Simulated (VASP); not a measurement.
# WC (P1) in VASP: further runs

Runs on WC. Level: PBE+D3(BJ). Tasks: single point.

Program: VASP 6.6.1. These are calculated values, not measurements. Logs are shortened: lines on timing, memory, paths and dates and some standing lists are left out, and cuts for length are marked.

**1. The cell of the first run**

The typed cell holds 16 atoms: a = 5.802 Å, b = 5.024 Å, c = 5.694 Å, α = 90.00°, β = 90.00°, γ = 90.00°.

**2. Single point, PBE+D3(BJ)**

File INCAR:

```
SYSTEM = WC
PREC = Accurate ; ENCUT = 520
EDIFF = 1E-6 ; ISMEAR = -1
SIGMA = 0.3 ; LREAL = Auto
LASPH = .True. ; NELM = 80
ALGO = Normal ; ISIF = 2
LWAVE = .False. ; LCHARG = .False.
GGA = PE ; IVDW = 12
NBANDS = 86
```

File KPOINTS:

```
regular mesh
0
Gamma
  2 2 2
  0 0 0
```

File POSCAR:

```
WC
1.0
   -2.9007650000     -5.0242720000      0.0000000000
    4.3511470000     -2.5121360000      0.0000000000
    0.0000000000      0.0000000000      5.6940560000
W C
8 8
Direct
    0.7416197770      0.5036751671     -0.0117139698
    0.7700157064      0.5194112289      0.5169250179
    0.4722664399     -0.0016699138     -0.0305757442
    0.5046765498      0.0215226174      0.5139570106
    0.2298768414      0.5143973982      0.0057252686
    0.2800726905      0.4971620260      0.4708769988
   -0.0127231983     -0.0155147616      0.0043729812
   -0.0187017146     -0.0214309650      0.4926365319
    0.5115231682      0.7149168950      0.2458353062
    0.4854801870      0.6112788041      0.7525567012
    0.2381922149      0.1820990282      0.2732147348
    0.2257845160      0.0808862173      0.7322372664
    0.0186019936      0.6848906764      0.2563726103
   -0.0022629928      0.6162364980      0.7780218530
    0.7382084168      0.1635819563      0.2576195246
    0.7542699715      0.1594430006      0.7943195501
```

Potentials or basis: VASP PAW PBE potentials, release 64 (W_sv, C).

On the command line:

```bash
$ cat potpaw_PBE.64/W_sv/POTCAR potpaw_PBE.64/C/POTCAR > POTCAR
$ mpirun -np 1 vasp_std > vasp.out
```

OUTCAR:

```text
SYSTEM = WC
   PREC = Accurate
   ENCUT = 520
   EDIFF = 1E-6
   ISMEAR = -1
   LREAL = Auto
   LASPH = .True.
   NELM = 80
   ISIF = 2
   GGA = PE
   IVDW = 12
 IVDW          = 12

 ion  position               nearest neighbor table
   1  0.742  0.504  0.988-  14 1.99  16 2.05  10 2.07   9 2.25  15 2.30  13 2.40   2 2.69   7 2.81
                             5 2.83   3 2.94   5 2.97   7 2.97   3 2.98   2 3.02
   2  0.770  0.519  0.517-  14 2.05  10 2.18  13 2.23  15 2.33   9 2.37  16 2.40   8 2.62   1 2.69
                             6 2.86   4 2.94   4 2.96   6 2.97   8 2.98   1 3.02
   3  0.472  0.998  0.969-  12 2.01  16 2.08   9 2.13  10 2.30  11 2.39  15 2.40   4 2.60   5 2.82
                             7 2.82   1 2.94   5 2.96   1 2.98   7 3.00   4 3.11
   4  0.505  0.022  0.514-  12 2.06  15 2.12   9 2.17  11 2.22  16 2.26  10 2.47   3 2.60   6 2.73
                             8 2.78   2 2.94   6 2.95   2 2.96   8 3.05   3 3.11
   5  0.230  0.514  0.006-  14 1.94  13 2.07  10 2.12  11 2.26   9 2.36   6 2.67  12 2.68   7 2.75
                             3 2.82   1 2.83   3 2.96   1 2.97   7 3.01   6 3.06
   6  0.280  0.497  0.471-  11 1.96  10 2.08   9 2.15  13 2.16  14 2.47  12 2.59   5 2.67   4 2.73
                             2 2.86   4 2.95   2 2.97   8 2.98   5 3.06   8 3.13
   7  0.987  0.984  0.004-  16 2.01  13 2.09  12 2.13  15 2.23  14 2.26  11 2.33   5 2.75   8 2.78
                             1 2.81   3 2.82   8 2.91   1 2.97   3 3.00   5 3.01
   8  0.981  0.979  0.493-  13 2.01  12 2.03  15 2.15  11 2.20  16 2.35  14 2.44   2 2.62   4 2.78
                             7 2.78   7 2.91   6 2.98   2 2.98   4 3.05   6 3.13
   9  0.512  0.715  0.246-   3 2.13   6 2.15   4 2.17   1 2.25   5 2.36   2 2.37
  10  0.485  0.611  0.753-   1 2.07   6 2.08   5 2.12   2 2.18   3 2.30   4 2.47
  11  0.238  0.182  0.273-   6 1.96   8 2.20   4 2.22   5 2.26   7 2.33   3 2.39
  12  0.226  0.081  0.732-   3 2.01   8 2.03   4 2.06   7 2.13   6 2.59   5 2.68
  13  0.019  0.685  0.256-   8 2.01   5 2.07   7 2.09   6 2.16   2 2.23   1 2.40
  14  0.998  0.616  0.778-   5 1.94   1 1.99   2 2.05   7 2.26   8 2.44   6 2.47
  15  0.738  0.164  0.258-   4 2.12   8 2.15   7 2.23   1 2.30   2 2.33   3 2.40
  16  0.754  0.159  0.794-   7 2.01   1 2.05   3 2.08   4 2.26   8 2.35   2 2.40

  LATTYP: Found a simple orthorhombic cell.
 ALAT       =     5.0242718376
 B/A-ratio  =     1.1333096982
 C/A-ratio  =     1.1547005964

  Lattice vectors:

 A1 = (   4.3511470000,  -2.5121360000,   0.0000000000)
 A2 = (   0.0000000000,   0.0000000000,   5.6940560000)
 A3 = (  -2.9007650000,  -5.0242720000,   0.0000000000)

Analysis of symmetry for initial positions (statically):
=====================================================================
 Subroutine PRICEL returns:
 Original cell was already a primitive cell.

 Routine SETGRP: Setting up the symmetry group for a
 simple orthorhombic supercell.

 Subroutine GETGRP returns: Found  1 space group operations
 (whereof  1 operations were pure point group operations)
 out of a pool of  8 trial point group operations.

The static configuration has the point symmetry C_1 .

Analysis of symmetry for dynamics (positions and initial velocities):
=====================================================================
 Subroutine PRICEL returns:
 Original cell was already a primitive cell.

 Routine SETGRP: Setting up the symmetry group for a
 simple orthorhombic supercell.

 Subroutine GETGRP returns: Found  1 space group operations
 (whereof  1 operations were pure point group operations)
 out of a pool of  8 trial point group operations.

The dynamic configuration has the point symmetry C_1 .

 Subroutine INISYM returns: Found  1 space group operations
 (whereof  1 operations are pure point group operations),
 and found     1 'primitive' translations

----------------------------------------------------------------------------------------

                                     Primitive cell

  volume of cell :     165.9730

  direct lattice vectors                    reciprocal lattice vectors
    -2.900765000 -5.024272000  0.000000000    -0.086184169 -0.149275353  0.000000000
     4.351147000 -2.512136000  0.000000000     0.172368338 -0.099516914  0.000000000
     0.000000000  0.000000000  5.694056000     0.000000000  0.000000000  0.175621736

  length of vectors
     5.801529688  5.024271838  5.694056000     0.172368333  0.199033817  0.175621736

  position of ions in fractional coordinates (direct lattice)
     0.741619777  0.503675167  0.988286030
     0.770015706  0.519411229  0.516925018
     0.472266440  0.998330086  0.969424256
     0.504676550  0.021522617  0.513957011
     0.229876841  0.514397398  0.005725269
     0.280072690  0.497162026  0.470876999
[... 8 lines left out ...]
     0.738208417  0.163581956  0.257619525
     0.754269972  0.159443001  0.794319550

  ion indices of the primitive-cell ions
   primitive index   ion index
                 1           1
                 2           2
                 3           3
                 4           4
                 5           5
                 6           6
[... 8 lines left out ...]
                15          15
                16          16

----------------------------------------------------------------------------------------

 KPOINTS: regular mesh

Automatic generation of k-mesh.
 Grid dimensions read from file:
 generate k-points for:    2    2    2

 Generating k-lattice:

  Cartesian coordinates                     Fractional coordinates (reciprocal lattice)
    -0.043092085 -0.074637677  0.000000000     0.500000000  0.000000000  0.000000000
     0.086184169 -0.049758457  0.000000000     0.000000000  0.500000000  0.000000000
     0.000000000  0.000000000  0.087810868     0.000000000  0.000000000  0.500000000

  Length of vectors
     0.086184166  0.099516908  0.087810868

  Shift w.r.t. Gamma in fractional coordinates (k-lattice)
     0.000000000  0.000000000  0.000000000

 Subroutine IBZKPT returns following result:
 ===========================================

 Found      8 irreducible k-points:

 Following reciprocal coordinates:
            Coordinates               Weight
  0.000000  0.000000  0.000000      1.000000
  0.500000  0.000000  0.000000      1.000000
  0.000000  0.500000  0.000000      1.000000
  0.500000  0.500000  0.000000      1.000000
  0.000000  0.000000  0.500000      1.000000
  0.500000  0.000000  0.500000      1.000000
  0.000000  0.500000  0.500000      1.000000
  0.500000  0.500000  0.500000      1.000000
   k-points           NKPTS =      8   k-points in BZ     NKDIM =      8   number of bands    NBANDS=     86
   number of dos      NEDOS =    301   number of ions     NIONS =     16
   total plane-waves  NPLWV =  80640
   dimension x,y,z NGX =    48 NGY =   40 NGZ =   42
   dimension x,y,z NGXF=    96 NGYF=   80 NGZF=   84
   ions per type =               8   8
   NGX,Y,Z   is equivalent  to a cutoff of  13.75, 13.24, 12.26 a.u.
   NGXF,Y,Z  is equivalent  to a cutoff of  27.51, 26.47, 24.52 a.u.
 SYSTEM =  WC
   PREC   = accura    normal or accurate (medium, high low for compatibility)
   ISTART =      0    job   : 0-new  1-cont  2-samecut
   ICHARG =      2    charge: 1-file 2-atom 10-const
   ISPIN  =      1    spin polarized calculation?
   LNONCOLLINEAR =      F non collinear calculations
   LSORBIT =      F    spin-orbit coupling
   LASPH  =      T    aspherical Exc in radial PAW
   ENCUT  =  520.0 eV  38.22 Ry    6.18 a.u.  10.79  9.34 10.59*2*pi/ulx,y,z
   NELM   =     80;   NELMIN=  2; NELMDL= -5     # of ELM steps
   EDIFF  = 0.1E-05   stopping-criterion for ELM
   LREAL  =      T    real-space projection
   EDIFFG = 0.1E-04   stopping-criterion for IOM
   NSW    =      0    number of steps for IOM
   IBRION =     -1    ionic relax: 0-MD 1-quasi-New 2-CG
   NFREE  =      0    steps in history (QN), initial steepest desc. (CG)
   ISIF   =      2    stress and relaxation
   ISYM   =      2    0-nonsym 1-usesym 2-fastsym
   POTIM  = 0.5000    time-step for ionic-motion
   TEBEG  =    0.0;   TEEND  =   0.0 temperature during run
   PSTRESS=    0.0 pullay stress
   NELECT =     144.0000    total number of electrons
   NUPDOWN=      -1.0000    fix difference up-down
   EMIN   =  10.00;   EMAX   =-10.00  energy-range for DOS
   EFERMI =   0.00;   METHOD = LEGACY
   ISMEAR =    -1;   SIGMA  =   0.30  broadening in eV -4-tet -1-fermi 0-gaus
   EFERMI_NEDOS =   21; number of points for ismear=-14 and -15
   IALGO  =     38    algorithm
   IMIX   =      4    mixing-type and parameters
     AMIX     =   0.40;   BMIX     =  1.00
     AMIX_MAG =   1.60;   BMIX_MAG =  1.00
  volume/ion in A,a.u.               =      10.37        70.00
  Fermi-wavevector in a.u.,A,eV,Ry     =   1.561408  2.950634 33.170955  2.437996
  Thomas-Fermi vector in A             =   2.664478
   LORBIT       =      0    0 simple, 1 ext, 2 COOP (PROOUT), +10 PAW based schemes
   GGA     = PE    functional components
   LHFCALC =     F    Hartree Fock is set to
   AEXX    =    0.0000 exact exchange contribution
   IVDW    =    12    specifies the selected vdW correction
   LEPSILON=     F    determine dielectric tensor
   LRPA    =     F    only Hartree local field effects (RPA)
 non-spin polarized calculation
  energy-cutoff  :      520.00
  volume of cell :      165.97
 maximum number of plane-waves:      4498
 NGX is ok and might be reduce to    48
   NGX = 21   NGY = 19   NGZ = 21

 number of electron     143.9999996 magnetization

 Free energy of the ion-electron system (eV)
  ---------------------------------------------------
  ext. energy  EPLUGINS =         0.00000000
  ---------------------------------------------------
  free energy    TOTEN  =      -172.84019801 eV

  energy without entropy =     -171.55875399  energy(sigma->0) =     -172.19947600

 E-fermi :  11.5350     XC(G=0): -13.7602

 val. band max:       11.5190161418   @ k =   0.5000   0.0000   0.0000
 cond. band min:      11.6788763032   @ k =   0.5000   0.0000   0.0000
 fundamental gap:      0.1598601614
 Fermi energy:        11.5350257065

 k-point     1 :       0.0000    0.0000    0.0000
  band No.  band energies     occupation
      1     -62.8200      2.00000
      2     -62.7821      2.00000
      3     -62.7221      2.00000
      4     -62.6704      2.00000
      5     -62.6634      2.00000
      6     -62.6378      2.00000
[... 76 lines left out ...]
     83      15.0202      0.00002
     84      15.1812      0.00001

 k-point     2 :       0.5000    0.0000    0.0000
  band No.  band energies     occupation
      1     -62.8076      2.00000
      2     -62.7948      2.00000
      3     -62.7118      2.00000
      4     -62.6819      2.00000
      5     -62.6546      2.00000
      6     -62.6459      2.00000
[... 511 lines left out ...]
     83      14.8859      0.00003
     84      15.1213      0.00001

 k-point     8 :       0.5000    0.5000    0.5000
  band No.  band energies     occupation
      1     -62.8007      2.00000
      2     -62.7891      2.00000
      3     -62.7007      2.00000
      4     -62.6722      2.00000
      5     -62.6587      2.00000
      6     -62.6502      2.00000
[... 76 lines left out ...]
     83      14.9708      0.00002
     84      15.1099      0.00001
 [bands above 84 left out]

------------------------ aborting loop because EDIFF is reached ----------------------------------------

 Edisp (eV)   -7.39513

 E8    (eV) :    -3.3915

  FORCE on cell =-STRESS in cart. coord.  units (eV):
  Direction    XX          YY          ZZ          XY          YZ          ZX
  --------------------------------------------------------------------------------------
  -------------------------------------------------------------------------------------
  Total      16.21685    16.81297    20.34288     2.27282    -1.64337    -1.80172
  in kB     156.54517   162.29969   196.37471    21.94008   -15.86381   -17.39241
  external pressure =      171.74 kB  Pullay stress =        0.00 kB

 VOLUME and BASIS-vectors are now :
 -----------------------------------------------------------------------------
  energy-cutoff  :      520.00
  volume of cell :      165.97
      direct lattice vectors                 reciprocal lattice vectors
    -2.900765000 -5.024272000  0.000000000    -0.086184169 -0.149275353  0.000000000
     4.351147000 -2.512136000  0.000000000     0.172368338 -0.099516914  0.000000000
     0.000000000  0.000000000  5.694056000     0.000000000  0.000000000  0.175621736

 POSITION                                       TOTAL-FORCE (eV/Angst)
 -----------------------------------------------------------------------------------
      0.04030     -4.99140      5.62736        -0.702064      1.392176      5.302602
      0.02640     -5.17360      2.94340        -1.627120      3.746446     -3.715422
      2.97395     -4.88074      5.51996        -0.907106     -1.772891      5.946572
     -1.37030     -2.58970      2.92650        -2.128287      1.528610     -3.389693
      1.57140     -2.44720      0.03260        -5.261946     -1.480776     -0.527969
      1.35080     -2.65610      2.68120         2.838608      1.980176      4.030472
[... 8 lines left out ...]
     -1.42960     -4.11990      1.46690         1.117076     -1.825480     -0.477116
     -1.49420     -4.19020      4.52290        -0.031213      1.442137     -4.348732
 -----------------------------------------------------------------------------------
    total drift:                               -0.008475     -0.003385     -0.009391

  FREE ENERGIE OF THE ION-ELECTRON SYSTEM (eV)
  ---------------------------------------------------
  free  energy   TOTEN  =      -180.2353276577 eV

  energy  without entropy=     -178.9538836465  energy(sigma->0) =     -179.59460565
```

Run time: 6.5 min. Hardware: 1 thread of AMD EPYC 7R13, shared host; peak memory 0.28 GiB.

What came out:

| Item | Value |
| --- | --- |
| Free energy | -180.2353 eV |
| Pressure | 17.2 GPa |
| Largest force | 6.271 eV/Å |
| Band gap on the k mesh | zero (band 72 reaches 11.71 eV, above the bottom of band 73 at 11.19 eV) |
| Dispersion energy per atom | -0.462 eV |

Forces on the atoms (eV/Å):
```
W   -0.702  1.392  5.303
W   -1.627  3.746 -3.715
W   -0.907 -1.773  5.947
W   -2.128  1.529 -3.390
W   -5.262 -1.481 -0.528
W    2.839  1.980  4.030
W    1.367 -1.739  0.324
W    2.622 -2.945  1.542
C   -1.477  1.637  0.518
C    1.900 -2.099  0.004
C   -2.022  0.793 -3.032
C    2.843 -1.319  0.780
C   -0.887  2.252  0.182
C    2.355 -1.591 -3.138
C    1.117 -1.825 -0.477
C   -0.031  1.442 -4.349
```

Stress tensor (GPa, compression positive):
```
15.65  2.19 -1.74
 2.19 16.23 -1.59
-1.74 -1.59 19.64
```

Caveat: the k points lie up to 0.63 Å⁻¹ apart; spin-orbit coupling is left out, which moves the levels of the heavy elements; pairwise dispersion overbinds metals, which lowers pressure and volume; forces of over 1 eV/Å act on the atoms, so gaps and moduli don't describe the material at rest.

**3. Single point, PBE+D3(BJ)**

File INCAR:

```
SYSTEM = WC
PREC = Accurate
ENCUT = 520
EDIFF = 1E-6
ISMEAR = -1
SIGMA = 0.3
LREAL = Auto
LASPH = .TRUE.
NELM = 80
ALGO = Normal
ISIF = 2
LWAVE = .FALSE.
LCHARG = .TRUE.
GGA = PE
IVDW = 12
LELF = .TRUE.
LVHAR = .TRUE.
NBANDS = 86
```

File KPOINTS:

```
Automatic mesh
0
G
  2 2 2
  0 0 0
```

File POSCAR:

```
WC
1.0
   -2.9007650000     -5.0242720000      0.0000000000
    4.3511470000     -2.5121360000      0.0000000000
    0.0000000000      0.0000000000      5.6940560000
W C
8 8
Direct
    0.7526910497      0.4896133945      0.0050754682
    0.7489432879      0.4884708507      0.4964299613
    0.4800183762     -0.0315042206      0.0033894995
    0.4714461378      0.0469426696      0.4785516686
    0.2431074860      0.4498808444     -0.0184402823
    0.2599967691      0.4800319382      0.4768305756
    0.0023457341     -0.0039749465     -0.0157708319
   -0.0410284619      0.0062250422      0.4988535413
    0.4818539733      0.6501378006      0.2273072130
    0.4956855580      0.6404672877      0.7361360689
    0.2213400140      0.1445493259      0.2790629386
    0.2578818155      0.1552589569      0.7410359153
   -0.0132973611      0.6318167325      0.2100260342
    0.0056321774      0.6579271220      0.7928618897
    0.7457564104      0.0968167919      0.2416906332
    0.7076939381      0.1422507229      0.7897006984
```

Potentials or basis: VASP PAW PBE potentials, release 64 (W_sv, C).

On the command line:

```bash
$ cat potpaw_PBE.64/W_sv/POTCAR potpaw_PBE.64/C/POTCAR > POTCAR
$ mpirun -np 1 vasp_std > vasp.out
```

It took 6.5 min on 1 thread of AMD EPYC 7R13, shared host; peak memory 0.28 GiB.

Results (log left out):

```yaml
Free_energy: -179.5231 eV
Pressure: 18.0 GPa
Largest_force: 10.969 eV/Å
Band_gap_on_the_k_mesh: zero (band 72 reaches 11.71 eV, above the bottom of band 73 at 11.42 eV)
Dispersion_energy_per_atom: -0.462 eV
```

Forces on the atoms (eV/Å):
```
W     0.028   4.266  -2.519
W     0.895  -0.457   0.015
W     0.354  -0.203  -1.928
W   -10.397   0.701   3.425
W     3.805  -3.788   2.042
W     5.975   0.822   2.218
W    -0.822   2.926   2.643
W    -4.515  -1.177   1.360
C    -1.585  -0.034   1.614
C     0.639  -0.510   0.776
C     1.089   1.020  -4.949
C     1.024   2.255   0.471
C     0.274  -2.638   4.664
C     0.000   1.184  -5.407
C     3.631  -0.743  -1.055
C    -0.395  -3.625  -3.370
```

Stress tensor (GPa, compression positive):
```
20.87  2.97  0.36
 2.97 16.83 -5.23
 0.36 -5.23 16.41
```

Levels at points of the mesh, in eV from the Fermi level:
```tsv
k point	band 70	band 71	band 72	band 73	band 74	band 75
(0.00, 0.00, 0.00)	-0.79	-0.27	-0.24	0.31	0.63	1.16
(0.50, 0.00, 0.00)	-0.80	-0.33	-0.19	0.15	0.42	0.55
(0.00, 0.50, 0.00)	-0.71	-0.19	0.20	0.40	1.54	1.73
(0.50, 0.50, 0.00)	-1.47	-1.09	-1.00	0.98	1.25	1.37
(0.00, 0.00, 0.50)	-0.85	-0.30	0.01	0.26	0.40	0.65
(0.50, 0.00, 0.50)	-0.96	-0.81	-0.77	-0.09	0.25	0.44
(0.00, 0.50, 0.50)	-1.23	-1.03	-0.82	0.12	0.65	0.89
(0.50, 0.50, 0.50)	-1.52	-1.19	-1.03	0.89	1.05	1.27
```

Caveat: the k points lie up to 0.63 Å⁻¹ apart; spin-orbit coupling is left out, which moves the levels of the heavy elements; pairwise dispersion overbinds metals, which lowers pressure and volume; forces of over 1 eV/Å act on the atoms, so gaps and moduli don't describe the material at rest.

[end of part 1 of 2]
